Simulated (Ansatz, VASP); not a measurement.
**ZnSe3 in VASP and in Ansatz**

INCAR

```
PREC = Accurate ; ENCUT = 520
EDIFF = 1E-6 ; ISMEAR = 0
SIGMA = 0.02 ; LREAL = F
LASPH = T ; NELM = 100
ALGO = Normal ; ISIF = 2
LWAVE = F ; LCHARG = F
GGA = PE ; NBANDS = 40
```

The input KPOINTS:

```
Automatic mesh
0
Gamma
  6 6 4
```

POSCAR

```
ZnSe3
1.0
    5.6791074488      0.0000000000      0.0000000000
    0.0000000000      5.6791074488      0.0000000000
    0.0000000000      0.0000000000      7.8784602020
Zn Se
2 6
Direct
    0.5000000000      0.5000000000      0.0000000000
    0.0000000000      0.0000000000      0.0000000000
    0.5000000000      0.0000000000      0.6516243887
    0.2516464342      0.2483535658      0.8171291972
    0.7483535658      0.7516464342      0.8171291972
    0.0000000000      0.5000000000      0.3483756113
    0.2483535658      0.7483535658      0.1828708028
    0.7516464342      0.2516464342      0.1828708028
```

Input for Ansatz:

```yaml
crystal:
  lattice:
    - [5.6791074488, 0.0, 0.0]
    - [0.0, 5.6791074488, 0.0]
    - [0.0, 0.0, 7.878460202]
  atoms:
    - { symbol: Zn, position: [0.5, 0.5, 0.0] }
    - { symbol: Zn, position: [0.0, 0.0, 0.0] }
    - { symbol: Se, position: [0.5, 0.0, 0.6516243887] }
    - { symbol: Se, position: [0.2516464342, 0.2483535658, 0.8171291972] }
    - { symbol: Se, position: [0.7483535658, 0.7516464342, 0.8171291972] }
    - { symbol: Se, position: [0.0, 0.5, 0.3483756113] }
    - { symbol: Se, position: [0.2483535658, 0.7483535658, 0.1828708028] }
    - { symbol: Se, position: [0.7516464342, 0.2516464342, 0.1828708028] }
basis:
  ecutwfc: 420
kpoints:
  mp_grid: { grid: [6, 6, 4] }
  band_path:
    path:
      - [[0.0, 0.0, 0.0], [0.0, 0.5, 0.0], [0.5, 0.5, 0.0], [0.0, 0.0, 0.0], [0.0, 0.0, 0.5], [0.0, 0.5, 0.5], [0.5, 0.5, 0.5], [0.0, 0.0, 0.5]]
      - [[0.0, 0.5, 0.0], [0.0, 0.5, 0.5]]
      - [[0.5, 0.5, 0.0], [0.5, 0.5, 0.5]]
    npoints: 14
hamiltonian:
  xc: pbe
scf:
  occupations: { method: gaussian, width: 0.02 }
  n_extra_bands: 20
output:
  forces: true
  stress: true
  eigenvalues: true
  populations: true
  dos: { projected: true, de: 0.02, nscf_kmesh: { grid: [9, 9, 6] } }
  bader: true
  write_density: true
  write_potential: true
  elf: true
  volumetric_format: npy
```

Alike in both runs: task single point; functional PBE; k mesh 6 × 6 × 4; occupations gaussian, width 0.02 eV; no spin polarisation.

|  | VASP | Ansatz |
| --- | --- | --- |
| version | VASP 6.6.1 | Ansatz 0.2.0 |
| potentials or method | VASP PAW PBE potentials, release 64 (Zn, Se), cutoff 520 eV | scalar-relativistic, plane waves, PAW |
| valence electrons in the cell | 60 | 120 |

|  | VASP | Ansatz | Ansatz less VASP |
| --- | --- | --- | --- |
| gap on the k mesh at the Fermi level (eV) | 1.03 | 1.03 | +0.003 |
| least direct gap on the mesh (eV) | 1.03 | 1.03 | +0.003 |
| pressure (GPa) | 0.1 | 0.0 | -0.12 |
| rms of the force components (eV/Å) | 0.012 | 0.002 | -0.0094 |

Atom by atom the forces differ by 0.010 eV/Å (rms over components). The functional is the same, so the differences come from potentials, cutoffs and numerics. VASP's potentials hold 60 valence electrons a cell and Ansatz's 120, so a difference there can come from the potentials and not from the codes.
